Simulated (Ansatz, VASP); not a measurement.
Two plane-wave programs on Al

File INCAR:

```
SYSTEM = Al
PREC     = Accurate       ! precision mode
ENCUT    = 500            ! plane-wave cutoff, eV
EDIFF    = 1E-6           ! SCF threshold, eV
ISMEAR   = 0              ! smearing method
SIGMA    = 0.1            ! smearing width, eV
LREAL    = .FALSE.        ! projectors in reciprocal space
LASPH    = .TRUE.         ! aspherical terms in the spheres
NELM     = 120            ! most SCF steps
ALGO     = Normal         ! electronic algorithm
ISIF     = 2              ! what is computed and relaxed
LWAVE    = .FALSE.        ! write WAVECAR
LCHARG   = .FALSE.        ! write CHGCAR
GGA      = PE             ! functional
IVDW     = 12             ! dispersion correction
NBANDS   = 8              ! bands
GGA_COMPAT= .FALSE.
```

File KPOINTS:

```
Automatic mesh
0
G
  10 10 10
  0 0 0
```

File POSCAR:

```
Al
1.0
    0.0000000000      2.0194648466      2.0194648466
    2.0194648466      0.0000000000      2.0194648466
    2.0194648466      2.0194648466      0.0000000000
Al
1
Direct
    0.0000000000      0.0000000000      0.0000000000
```

Input for Ansatz:

```yaml
crystal:
  lattice:
    - [0.0, 2.0194648466, 2.0194648466]
    - [2.0194648466, 0.0, 2.0194648466]
    - [2.0194648466, 2.0194648466, 0.0]
  atoms:
    - { symbol: Al, position: [0.0, 0.0, 0.0] }
basis:
  ecutwfc: 420
kpoints:
  mp_grid: { grid: [10, 10, 10] }
hamiltonian:
  xc: pbe
  dispersion: d3bj
scf:
  occupations: { method: gaussian, width: 0.1 }
output:
  forces: true
  stress: true
  eigenvalues: true
```

Alike in both runs: task single point; functional PBE; dispersion D3(BJ); k mesh 10 × 10 × 10; occupations gaussian, width 0.1 eV; no spin polarisation.

|  | VASP | Ansatz |
| --- | --- | --- |
| version | VASP 6.6.1 | Ansatz 0.2.0 |
| potentials or method | VASP PAW PBE potentials, release 64 (Al), cutoff 500 eV | scalar-relativistic, plane waves, PAW |
| valence electrons in the cell | 3 | 3 |

Ansatz gave:

| Quantity | Value |
| --- | --- |
| gap on the k mesh at the Fermi level (eV) | none |
| pressure (GPa) | -3.4 |

Task: What did VASP give for the same quantities?

Result: gap on the k mesh at the Fermi level (eV): none; pressure (GPa): -3.5.

A gap of «none» marks a metal or a gap that the smearing closes.
